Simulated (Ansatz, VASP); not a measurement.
One calculation of Be16F, two programs

```
Be F
1.0
    -2.29000   -3.96640    0.00000
     3.43500   -1.98320    0.00000
     0.00000    0.00000    7.17686
Be F
16 1
Cartesian
  0.0166 -3.9746 0.0709
  0.0090 -2.6518 1.8099
  -0.0279 -4.0863 3.5684
  0.3128 -2.8485 5.5589
  -1.1538 -1.9816 -0.0170
  2.3324 -2.5887 1.7582
  -1.4777 -1.8144 3.4083
  2.3331 -2.5069 5.4656
  1.1744 -1.9212 0.0333
  1.1425 -0.6248 1.7655
  1.2439 -1.8773 3.5038
  1.2230 -0.4889 5.4983
  0.0357 0.0139 0.0253
  1.1324 -4.6197 1.7197
  0.1129 0.1532 3.4689
  1.0560 -4.7132 5.4003
  -0.2906 -1.8203 4.4859
```

Alike in both runs: functional PBEsol; k mesh 5 × 6 × 4; occupations gaussian, width 0.15 eV; no spin polarisation.

Ansatz relaxed the structure, and its values are those at the end. VASP's run is a single point on that final structure, the one shown.

```csv
,VASP,Ansatz
version,VASP 6.6.1,Ansatz 0.2.0
potentials or method,"VASP PAW PBE potentials, release 64 (Be, F), cutoff 520 eV","scalar-relativistic, plane waves, PAW"
valence electrons in the cell,39,39
```

```tsv
	VASP	Ansatz	Ansatz less VASP
rms of the force components (eV/Å)	0.009	0.004	-0.0054
```

VASP's potentials were made for PBE, not for PBEsol. The functional is the same, so the differences come from potentials, cutoffs and numerics.
